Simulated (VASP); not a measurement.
# HC28 (a cell with a defect) in VASP: single point with PBE

Aim: the single point of HC28 (a cell with a defect) with PBE.

All numbers are computed with VASP 6.6.1; they aren't measurements. Logs are shortened: lines on timing, memory, paths and dates and some standing lists are left out, and cuts for length are marked.

**1. The cell of the first run**

The cell holds a defect, 29 atoms: a = 6.526 Å, b = 6.526 Å, c = 8.465 Å, α = 90.00°, β = 90.00°, γ = 120.00°.

**2. Single point, PBE**

The input, INCAR:

```
SYSTEM = HC28
PREC = Accurate
ENCUT = 520
EDIFF = 1E-7
ISMEAR = 0
SIGMA = 0.1
LREAL = Auto
LASPH = .True.
NELM = 80
ALGO = Normal
ISIF = 2
LWAVE = .False.
LCHARG = .True.
GGA = PE
LELF = .True.
LVHAR = .True.
NBANDS = 76
```

The input, KPOINTS:

```
Automatic mesh
0
Gamma
  4 4 3
  0 0 0
```

The input, POSCAR:

```
HC28
1.0
    1.2332663983     -6.4082401833      0.0000000000
    4.9330655932      4.2721601222      0.0000000000
    0.0000000000      0.0000000000      8.4654490661
C H
28 1
Direct
    0.8398744120      0.1928326496      0.2443614017
    0.4112776218      0.0498185406      0.2442396126
   -0.0171684932     -0.0930297126      0.2442412663
    0.6969631147      0.4783676124      0.2442365412
    0.2683950786      0.3355022018      0.2442261461
    0.5539690833      0.7640315079      0.2442221297
    0.1255491557      0.6212239402      0.2442117345
    0.8763514717      0.3793726521      0.7505780202
    0.4479850916      0.2373092385      0.7433150859
    0.0251641686      0.0992151568      0.7561253928
    0.7326690319      0.6601091837      0.7562106806
    0.3058931299      0.5235720532      0.7506022363
    0.5860881259      0.9526380947      0.7561089731
    0.1616678414      0.8089192021      0.7505686881
    0.6493508978      0.2403094657      0.2442681993
    0.2208659077      0.0974628227      0.2441976774
    0.7922302232     -0.0453551468      0.2442699713
    0.5064463918      0.5259353709      0.2441931886
    0.0779683644      0.3831958445      0.2442849734
    0.3635535709      0.8116970110      0.2441968505
    0.9350965523      0.6688059951      0.2442233110
    0.9223773003      0.6155355147      0.7512020863
    0.4963890883      0.4752639049      0.7484823251
    0.0697252101      0.3334551731      0.7511909824
    0.7813101213      0.9040197006      0.7926876587
    0.3518159068      0.7628934164      0.7511944080
    0.6375480975      0.1889014724      0.7484543289
    0.2100037446      1.0477398568      0.7484676773
    0.7813511292      0.9044140652     -0.0740286776
```

Potentials or basis: VASP PAW PBE potentials, release 64 (C, H).

Command:

```console
> cat potpaw_PBE.64/C/POTCAR potpaw_PBE.64/H/POTCAR > POTCAR
> mpirun -np 1 vasp_std > vasp.out
```

OUTCAR:

```text
SYSTEM = HC28
   PREC = Accurate
   ENCUT = 520
   EDIFF = 1E-7
   ISMEAR = 0
   LREAL = Auto
   LASPH = .True.
   NELM = 80
   ISIF = 2
   GGA = PE

 ion  position               nearest neighbor table
   1  0.840  0.193  0.244-  15 1.42  19 1.42  17 1.42
   2  0.411  0.050  0.244-  16 1.42  15 1.42  20 1.42
   3  0.983  0.907  0.244-  16 1.42  21 1.42  17 1.43
   4  0.697  0.478  0.244-  15 1.42  18 1.42  21 1.42
   5  0.268  0.336  0.244-  18 1.42  16 1.42  19 1.42
   6  0.554  0.764  0.244-  20 1.42  18 1.42  17 1.43
[... 16 lines left out ...]
  23  0.496  0.475  0.748-  11 1.41   9 1.42  12 1.43
  24  0.070  0.333  0.751-  10 1.41  12 1.42   8 1.44
  25  0.781  0.904  0.793-  29 1.13  10 1.49  13 1.49  11 1.49
  26  0.352  0.763  0.751-  13 1.41  14 1.42  12 1.44
  27  0.638  0.189  0.748-  13 1.41   9 1.42   8 1.43
  28  0.210  0.048  0.748-  10 1.41   9 1.42  14 1.43
  29  0.781  0.904  0.926-  25 1.13

  LATTYP: Found a hexagonal cell.
 ALAT       =     6.5258323803
 C/A-ratio  =     1.2972213463

  Lattice vectors:

 A1 = (   1.2332663983,  -6.4082401833,   0.0000000000)
 A2 = (   4.9330655932,   4.2721601222,   0.0000000000)
 A3 = (   0.0000000000,   0.0000000000,   8.4654490661)

Analysis of symmetry for initial positions (statically):
=====================================================================
 Subroutine PRICEL returns:
 Original cell was already a primitive cell.

 Routine SETGRP: Setting up the symmetry group for a
 hexagonal supercell.

 Subroutine GETGRP returns: Found  1 space group operations
 (whereof  1 operations were pure point group operations)
 out of a pool of 24 trial point group operations.

The static configuration has the point symmetry C_1 .

Analysis of symmetry for dynamics (positions and initial velocities):
=====================================================================
 Subroutine PRICEL returns:
 Original cell was already a primitive cell.

 Routine SETGRP: Setting up the symmetry group for a
 hexagonal supercell.

 Subroutine GETGRP returns: Found  1 space group operations
 (whereof  1 operations were pure point group operations)
 out of a pool of 24 trial point group operations.

The dynamic configuration has the point symmetry C_1 .

 Subroutine INISYM returns: Found  1 space group operations
 (whereof  1 operations are pure point group operations),
 and found     1 'primitive' translations

[... 154 lines left out ...]
   ISIF   =      2    stress and relaxation
   ISYM   =      2    0-nonsym 1-usesym 2-fastsym
   POTIM  = 0.5000    time-step for ionic-motion
   TEBEG  =    0.0;   TEEND  =   0.0 temperature during run
   PSTRESS=    0.0 pullay stress
   NELECT =     113.0000    total number of electrons
   NUPDOWN=      -1.0000    fix difference up-down
   EMIN   =  10.00;   EMAX   =-10.00  energy-range for DOS
   EFERMI =   0.00;   METHOD = LEGACY
   ISMEAR =     0;   SIGMA  =   0.10  broadening in eV -4-tet -1-fermi 0-gaus
   EFERMI_NEDOS =   21; number of points for ismear=-14 and -15
   IALGO  =     38    algorithm
   IMIX   =      4    mixing-type and parameters
     AMIX     =   0.40;   BMIX     =  1.00
     AMIX_MAG =   1.60;   BMIX_MAG =  1.00
  volume/ion in A,a.u.               =      10.77        72.65
  Fermi-wavevector in a.u.,A,eV,Ry     =   1.166676  2.204697 18.519328  1.361132
  Thomas-Fermi vector in A             =   2.303186
   LORBIT       =      0    0 simple, 1 ext, 2 COOP (PROOUT), +10 PAW based schemes
   GGA     = PE    functional components
   LHFCALC =     F    Hartree Fock is set to
   AEXX    =    0.0000 exact exchange contribution
   IVDW    =     0    specifies the selected vdW correction
   LEPSILON=     F    determine dielectric tensor
   LRPA    =     F    only Hartree local field effects (RPA)
 non-spin polarized calculation
 Gauss-broadening in eV      SIGMA  =   0.10
  energy-cutoff  :      520.00
  volume of cell :      312.21
 maximum number of plane-waves:      8422
 NGX is ok and might be reduce to    50
   NGX = 25   NGY = 25   NGZ = 31

 number of electron     113.0000000 magnetization

 Free energy of the ion-electron system (eV)
  ---------------------------------------------------
  ext. energy  EPLUGINS =         0.00000000
  ---------------------------------------------------
  free energy    TOTEN  =      -260.20433843 eV

  energy without entropy =     -260.16887410  energy(sigma->0) =     -260.18660627

 E-fermi :   3.1676     XC(G=0):  -8.8317

 val. band max:        3.1248839124   @ k =  -0.0000   0.5000   0.3333
 cond. band min:       3.2197659062   @ k =  -0.0000   0.2500   0.0000
 fundamental gap:      0.0948819938
 Fermi energy:         3.1675601070

 k-point     1 :       0.0000    0.0000    0.0000
  band No.  band energies     occupation
      1     -16.7066      2.00000
      2     -16.4868      2.00000
      3     -13.4244      2.00000
      4     -13.4103      2.00000
      5     -13.4076      2.00000
      6     -13.4021      2.00000
[... 1693 lines left out ...]
     67       8.4717      0.00000
     68       8.6757      0.00000

 [... further k-points ...]

 [bands above 68 left out]

------------------------ aborting loop because EDIFF is reached ----------------------------------------

  FORCE on cell =-STRESS in cart. coord.  units (eV):
  Direction    XX          YY          ZZ          XY          YZ          ZX
  --------------------------------------------------------------------------------------
  -------------------------------------------------------------------------------------
  Total        4.0699648      4.0486436      0.2055623      0.0049218     -0.0007423      0.0031255
  in kB       20.8856876     20.7762740      1.0548762      0.0252570     -0.0038091      0.0160392
  external PRESSURE =      14.2389459 kB  Pullay stress =       0.0000000 kB

 VOLUME and BASIS-vectors are now :
 -----------------------------------------------------------------------------
  energy-cutoff  :      520.00
  volume of cell :      312.21
      direct lattice vectors                 reciprocal lattice vectors
     1.233266398 -6.408240183  0.000000000     0.115836402 -0.133756356  0.000000000
     4.933065593  4.272160122  0.000000000     0.173754604  0.033439089  0.000000000
     0.000000000  0.000000000  8.465449066     0.000000000  0.000000000  0.118127224

 POSITION                                       TOTAL-FORCE (eV/Angst)
 -----------------------------------------------------------------------------------
      1.98705     -4.55831      2.06863         0.000035      0.000507      0.005257
      0.75297     -2.42273      2.06760         0.006844      0.001715     -0.003128
      5.68624     -2.42350      2.06761        -0.017522      0.006820      0.006219
      3.21936     -2.42264      2.06757         0.011606     -0.004809      0.000691
      1.98606     -0.28662      2.06748         0.005758      0.001956      0.001085
      4.45221     -0.28590      2.06745        -0.003805     -0.010073      0.010890
[... 21 lines left out ...]
      0.49449     -1.14180      6.33611        -0.007073      0.001668     -0.009331
      5.42515     -1.14328      7.83876        -0.006241     -0.004175      0.041485
 -----------------------------------------------------------------------------------
    total drift:                                0.001519     -0.001347     -0.020274

  FREE ENERGIE OF THE ION-ELECTRON SYSTEM (eV)
  ---------------------------------------------------
  free  energy   TOTEN  =      -260.2043384344 eV

  energy  without entropy=     -260.1688740990  energy(sigma->0) =     -260.18660627
```

stdout:

```text
POSCAR found type information on POSCAR C H
 POSCAR found :  2 types and      29 ions
 scaLAPACK will be used
 LDA part: xc-table for (Slater+PW92), standard interpolation
 POSCAR, INCAR and KPOINTS ok, starting setup
 FFT: planning ... GRIDC
 FFT: planning ... GRID_SOFT
 FFT: planning ... GRID
 WAVECAR not read
 entering main loop
```

Run time: 14 min. Hardware: 1 thread of Intel Xeon Platinum 8488C (Sapphire Rapids), shared host; peak memory 0.61 GiB.

What came out:

| Property | Result |
| --- | --- |
| Free energy | -260.2043 eV |
| Pressure | 1.4 GPa |
| Largest force | 0.049 eV/Å |
| Band gap on the k mesh | zero (an odd number of electrons rules out a gap without spin polarisation) |

Forces in eV/Å, atoms in the order of the input:
```
C    0.000  0.001  0.005
C    0.007  0.002 -0.003
C   -0.018  0.007  0.006
C    0.012 -0.005  0.001
C    0.006  0.002  0.001
C   -0.004 -0.010  0.011
C   -0.002  0.007  0.005
C   -0.003 -0.005 -0.007
C    0.002 -0.001 -0.004
C   -0.018  0.005 -0.005
C    0.014  0.005 -0.006
C    0.012  0.000 -0.005
C   -0.013 -0.016  0.004
C   -0.003  0.008  0.002
C   -0.002  0.009  0.000
C    0.007  0.007  0.002
C   -0.003 -0.008  0.010
C   -0.001 -0.002  0.007
C   -0.005 -0.010  0.002
C    0.001  0.005  0.004
C    0.002  0.006  0.003
C    0.010  0.003 -0.002
C    0.011  0.009 -0.001
C    0.011  0.000 -0.001
C   -0.006 -0.005 -0.048
C   -0.016 -0.006 -0.007
C    0.014 -0.002 -0.006
C   -0.007  0.002 -0.009
H   -0.006 -0.004  0.041
```
